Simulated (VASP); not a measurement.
Runs of VASP 6.6.1 on Ir. The structure is that of space group Pm-3m (No. 221), or close to it. The cells are those of the table. 

| task | cell | cutoff (eV) | gap on the mesh (eV) | pressure (GPa) |
| --- | --- | --- | --- | --- |
| single point | a = 2.339 Å, 1 atom | 520 | none | (a) |
| relaxation of cell and atoms | relaxed to 140 GPa from a = 2.299 Å, 1 atom | 600 | none | 140.1 |
| single point | a = 2.338 Å, 1 atom | 520 | none | 140.4 |
| relaxation of cell and atoms | relaxed to 140 GPa from a = 2.339 Å, 1 atom | 600 | none | 140.0 |

Alike in all rows: level PBE; potentials or basis VASP PAW PBE potentials, release 64 (Ir); no spin polarisation; k mesh 16 × 16 × 16; smearing fermi-dirac 0.08 eV.

Task: Estimate the missing entries.

Result: (a) 140.2.

Caveats: spin-orbit coupling is left out, which moves the levels of the heavy elements; the cell is relaxed towards a set pressure, so the enthalpy falls and the energy may rise (some runs).

A k mesh can miss the band edges, and the runs leave out spin-orbit coupling on Ir.

A gap of «none» marks levels without a gap at the run's occupations.
